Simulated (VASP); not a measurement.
# Si (Fd-3m) in VASP: further runs, part 2 of 2

VASP 6.6.1. The steps go on from the part before.

### Step 5. Relaxation of cell and atoms, LDA, target pressure 10 GPa, at which the enthalpy is minimised

File INCAR:

```
SYSTEM = Si
ALGO     = Normal         ! electronic algorithm
EDIFF    = 1E-6           ! SCF threshold, eV
EDIFFG   = -0.002         ! ionic threshold
ENCUT    = 600            ! plane-wave cutoff, eV
GGA      = CA             ! functional
IBRION   = 2              ! ionic algorithm
ISIF     = 3              ! what is computed and relaxed
ISMEAR   = 0              ! smearing method
LASPH    = .True.         ! aspherical terms in the spheres
LCHARG   = .False.        ! write CHGCAR
LREAL    = .False.        ! projectors in reciprocal space
LWAVE    = .False.        ! write WAVECAR
NELM     = 100            ! most SCF steps
NSW      = 100            ! ionic steps
PREC     = Accurate       ! precision mode
PSTRESS  = 100.0        
SIGMA    = 0.01           ! smearing width, eV
```

File KPOINTS:

```
k-points
0
Gamma
  8 8 8
  0 0 0
```

File POSCAR:

```
Si
1.0
    0.0000000000      2.7009831628      2.7009831628
    2.7009831628      0.0000000000      2.7009831628
    2.7009831628      2.7009831628      0.0000000000
Si
2
Direct
    0.2500000000      0.2500000000      0.2500000000
    0.0000000000      0.0000000000      0.0000000000
```

Potentials or basis: VASP PAW LDA potentials, release 64 (Si).

On the command line:

```console
$ cat potpaw_LDA.64/Si/POTCAR > POTCAR
$ mpirun -np 1 vasp_std > vasp.out
```

OUTCAR:

```text
SYSTEM = Si
   EDIFF = 1E-6
   EDIFFG = -0.002
   ENCUT = 600
   GGA = CA
   IBRION = 2
   ISIF = 3
   ISMEAR = 0
   LASPH = .True.
   LREAL = .False.
   NELM = 100
   NSW = 100
   PREC = Accurate
   PSTRESS = 100.0

 ion  position               nearest neighbor table
   1  0.250  0.250  0.250-   2 2.34   2 2.34   2 2.34   2 2.34
   2  0.000  0.000  0.000-   1 2.34   1 2.34   1 2.34   1 2.34

  LATTYP: Found a face centered cubic cell.
 ALAT       =     5.4019663256

  Lattice vectors:

 A1 = (   0.0000000000,   2.7009831628,   2.7009831628)
 A2 = (   2.7009831628,   0.0000000000,   2.7009831628)
 A3 = (   2.7009831628,   2.7009831628,   0.0000000000)

Analysis of symmetry for initial positions (statically):
=====================================================================
 Subroutine PRICEL returns:
 Original cell was already a primitive cell.

 Routine SETGRP: Setting up the symmetry group for a
 face centered cubic supercell.

 Subroutine GETGRP returns: Found 48 space group operations
 (whereof 24 operations were pure point group operations)
 out of a pool of 48 trial point group operations.

The static configuration has the point symmetry T_d .
 The point group associated with its full space group is O_h .

Analysis of symmetry for dynamics (positions and initial velocities):
=====================================================================
 Subroutine PRICEL returns:
 Original cell was already a primitive cell.

 Routine SETGRP: Setting up the symmetry group for a
 face centered cubic supercell.

 Subroutine GETGRP returns: Found 48 space group operations
 (whereof 24 operations were pure point group operations)
 out of a pool of 48 trial point group operations.

The dynamic configuration has the point symmetry T_d .
 The point group associated with its full space group is O_h .

 Subroutine INISYM returns: Found 48 space group operations
 (whereof 24 operations are pure point group operations),
 and found     1 'primitive' translations

----------------------------------------------------------------------------------------

                                     Primitive cell

[... 117 lines left out ...]
   AEXX    =    0.0000 exact exchange contribution
   IVDW    =     0    specifies the selected vdW correction
   LEPSILON=     F    determine dielectric tensor
   LRPA    =     F    only Hartree local field effects (RPA)
 conjugate gradient relaxation of ions
 non-spin polarized calculation
 Gauss-broadening in eV      SIGMA  =   0.01
  energy-cutoff  :      600.00
  volume of cell :       39.41
 maximum number of plane-waves:      1363
 NGX is ok and might be reduce to    32
   NGX = 15   NGY = 15   NGZ = 15

--------------------------------------- Ionic step        1  -------------------------------------------

 number of electron       7.9999999 magnetization

 Free energy of the ion-electron system (eV)
  ---------------------------------------------------
  ext. energy  EPLUGINS =         0.00000000
  ---------------------------------------------------
  free energy    TOTEN  =       -11.91576922 eV

  energy without entropy =      -11.91576922  energy(sigma->0) =      -11.91576922

------------------------ aborting loop because EDIFF is reached ----------------------------------------

  FORCE on cell =-STRESS in cart. coord.  units (eV):
  Direction    XX          YY          ZZ          XY          YZ          ZX
  --------------------------------------------------------------------------------------
  -------------------------------------------------------------------------------------
  Total        0.0153838      0.0153838      0.0153838      0.0000000      0.0000000      0.0000000
  in kB        0.6254303      0.6254303      0.6254303      0.0000000      0.0000000      0.0000000
  external PRESSURE =     -99.3745697 kB  Pullay stress =     100.0000000 kB
[... 25 lines left out ...]
--------------------------------------- Ionic step        2  -------------------------------------------

 number of electron       8.0000000 magnetization

 E-fermi :   8.0928     XC(G=0): -10.3705

 val. band max:        7.9859769838   @ k =   0.0000   0.0000   0.0000
 cond. band min:       8.1396104387   @ k =   0.3750   0.3750   0.0000
 fundamental gap:      0.1536334549
 Fermi energy:         8.0927508213

 k-point     1 :       0.0000    0.0000    0.0000
  band No.  band energies     occupation
      1      -5.4446      2.00000
      2       7.9860      2.00000
      3       7.9860      2.00000
      4       7.9860      2.00000
      5      10.5691      0.00000
      6      10.5691      0.00000
      7      10.5691      0.00000
      8      13.6059      0.00000
[... 328 lines left out ...]
--------------------------------------- Ionic step        4  -------------------------------------------

 number of electron       8.0000000 magnetization

 Free energy of the ion-electron system (eV)
  ---------------------------------------------------
  ext. energy  EPLUGINS =         0.00000000
  ---------------------------------------------------
  free energy    TOTEN  =       -11.82146879 eV

  energy without entropy =      -11.82146879  energy(sigma->0) =      -11.82146879

 E-fermi :   6.9188     XC(G=0):  -9.9916

 val. band max:        6.8553531148   @ k =   0.0000   0.0000   0.0000
 cond. band min:       7.1993883504   @ k =   0.3750   0.3750   0.0000
 fundamental gap:      0.3440352356
 Fermi energy:         6.9187591175

 k-point     1 :       0.0000    0.0000    0.0000
  band No.  band energies     occupation
      1      -5.8255      2.00000
      2       6.8554      2.00000
      3       6.8554      2.00000
      4       6.8554      2.00000
      5       9.4161      0.00000
      6       9.4161      0.00000
      7       9.4161      0.00000
      8      11.2652      0.00000
[... 286 lines left out ...]
  energy  without entropy=      -11.8214687870  energy(sigma->0) =      -11.82146879

  enthalpy is  TOTEN    =        -9.5634156336 eV   P V=        2.2580531534

 reached required accuracy - stopping structural energy minimisation
```

OSZICAR:

```text
N       E                     dE             d eps       ncg     rms          rms(c)
DAV:   1     0.941118510735E+01    0.94112E+01   -0.37571E+03   464   0.886E+02
DAV:   2    -0.118336785199E+02   -0.21245E+02   -0.20687E+02   680   0.892E+01
DAV:   3    -0.121871096763E+02   -0.35343E+00   -0.35343E+00   632   0.143E+01
DAV:   4    -0.121885552350E+02   -0.14456E-02   -0.14456E-02   712   0.103E+00
[... 24 lines left out ...]
       N       E                     dE             d eps       ncg     rms          rms(c)
DAV:   1    -0.118214873460E+02    0.37798E-02   -0.62836E-04   536   0.147E-01    0.242E-02
DAV:   2    -0.118214746484E+02    0.12698E-04   -0.13077E-05   576   0.253E-02    0.155E-02
DAV:   3    -0.118214688069E+02    0.58415E-05   -0.14216E-05   528   0.192E-02    0.377E-03
DAV:   4    -0.118214687870E+02    0.19955E-07   -0.14000E-07   240   0.358E-03
   4 F= -.95634156E+01 E0= -.95634156E+01  d E =-.107363E+00
```

CONTCAR:

```text
Si
   1.00000000000000
    -0.0000000000000000    2.6250540450816686    2.6250540450816686
     2.6250540450816686    0.0000000000000000    2.6250540450816686
     2.6250540450816686    2.6250540450816686    0.0000000000000000
  Si
     2
Direct
     0.2500000000000000    0.2500000000000000    0.2500000000000000
     0.0000000000000000    1.0000000000000000    0.0000000000000000

  0.00000000E+00  0.00000000E+00  0.00000000E+00
  0.00000000E+00  0.00000000E+00  0.00000000E+00
```

Run time: 14 s. Hardware: 1 thread of Intel Xeon 6975P-C, shared host; peak memory 0.15 GiB.

What came out:

| Property | Result |
| --- | --- |
| Free energy | -11.8215 eV |
| Relaxed volume | 18.09 Å³/atom |
| Relaxed cell | a = 3.712 Å, b = 3.712 Å, c = 3.712 Å, α = 60.00°, β = 60.00°, γ = 60.00° |
| Space group after relaxing (to 0.05 Å) | Fd-3m (No. 227) |
| Energy change on relaxing (the enthalpy is what falls) | +47.2 meV/atom |
| Ionic steps | 4 |
| Pressure after relaxing | 10.0 GPa |
| Band gap on the k mesh | 0.34 eV, indirect (least direct gap 2.56 eV) |

Step by step:
| step | energy change (eV) | largest force (eV/Å) | pressure (GPa) | volume (Å³) |
| --- | --- | --- | --- | --- |
| 1 | 0.0000 | 0.0000 | 0.06 | 39.41 |
| 2 | 0.4554 | 0.0000 | 25.84 | 32.84 |
| 3 | 0.0905 | 0.0000 | 9.77 | 36.24 |
| 4 | 0.0943 | 0.0000 | 9.99 | 36.18 |

Final structure:
```xyz
2
Lattice="0.0000 2.6251 2.6251 2.6251 0.0000 2.6251 2.6251 2.6251 0.0000" Properties=species:S:1:pos:R:3 pbc="T T T"
Si    1.3125    1.3125    1.3125
Si    2.6251    0.0000    2.6251
```

Caveat: the cell is relaxed towards a set pressure, so the enthalpy falls and the energy may rise.

### Step 6. Relaxation of cell and atoms, LDA, target pressure 15 GPa, at which the enthalpy is minimised

File INCAR:

```
PREC = Accurate
ENCUT = 600
EDIFF = 1E-6
ISMEAR = 0
SIGMA = 0.01
LREAL = False
LASPH = True
NELM = 60
ALGO = Normal
ISIF = 3
LWAVE = False
LCHARG = False
GGA = CA
IBRION = 2
NSW = 100
EDIFFG = -0.002
PSTRESS = 150.0
```

File KPOINTS:

```
Automatic mesh
0
Gamma
  8 8 8
```

POSCAR is that of step 5.

Potentials or basis: VASP PAW LDA potentials, release 64 (Si).

On the command line:

```console
$ cat potpaw_LDA.64/Si/POTCAR > POTCAR
$ mpirun -np 1 vasp_std > vasp.out
```

Run time: 24 s. Hardware: 1 thread of Intel Xeon 6975P-C, shared host; peak memory 0.15 GiB.

It converged, with:

| Quantity | Value |
| --- | --- |
| Free energy | -11.7268 eV |
| Relaxed volume | 17.48 Å³/atom |
| Relaxed cell | a = 3.670 Å, b = 3.670 Å, c = 3.670 Å, α = 60.00°, β = 60.00°, γ = 60.00° |
| Space group after relaxing (to 0.05 Å) | Fd-3m (No. 227) |
| Energy change on relaxing (the enthalpy is what falls) | +94.5 meV/atom |
| Ionic steps | 7 |
| Pressure after relaxing | 15.0 GPa |
| Band gap on the k mesh | 0.28 eV, indirect (least direct gap 2.57 eV) |

The path:
```
step  energy change (eV)  largest force (eV/Å)  pressure (GPa)  volume (Å³)
   1              0.0000                0.0000            0.06        39.41
   2              1.1304                0.0000           47.49        29.83
   3              0.1734                0.0000           14.25        35.13
   4              0.1868                0.0000           14.89        34.98
   5              0.1948                0.0000           15.27        34.90
   6              0.1823                0.0000           14.68        35.03
   7              0.1890                0.0000           15.00        34.96
```

Final structure:
```
CELL_PARAMETERS angstrom
0.00000 2.59519 2.59519
2.59519 0.00000 2.59519
2.59519 2.59519 0.00000
ATOMIC_POSITIONS crystal
Si 0.25000 0.25000 0.25000
Si 0.00000 0.00000 0.00000
```

Levels at points of the mesh, in eV from the valence-band top:
```
           k point  band 2  band 3  band 4  band 5  band 6  band 7
(0.00, 0.00, 0.00)    0.00    0.00    0.00    2.57    2.57    2.57
(0.50, 0.00, 0.00)   -7.68   -1.31   -1.31    1.92    3.20    3.20
(0.50, 0.50, 0.00)   -8.28   -3.22   -3.22    0.31    0.31   11.18
```

Caveat: the cell is relaxed towards a set pressure, so the enthalpy falls and the energy may rise.

### Step 7. Summary

| cell | gap on the mesh (eV) | pressure (GPa) |
| --- | --- | --- |
| relaxed to 2 GPa | 0.46 | 2.0 |
| relaxed to 4 GPa | 0.43 | 4.0 |
| relaxed to 7 GPa | 0.38 | 7.0 |
| relaxed to 10 GPa | 0.34 | 10.0 |
| relaxed to 15 GPa | 0.28 | 15.0 |

Alike in all rows: task relaxation of cell and atoms; level LDA; potentials or basis VASP PAW LDA potentials, release 64 (Si); no spin polarisation; k mesh 8 × 8 × 8; cutoff (eV) 600; smearing gaussian 0.01 eV.

Caveats: the cell is relaxed towards a set pressure, so the enthalpy falls and the energy may rise.

Total energies depend on the potentials used, so only differences within one code and one set of settings carry meaning.
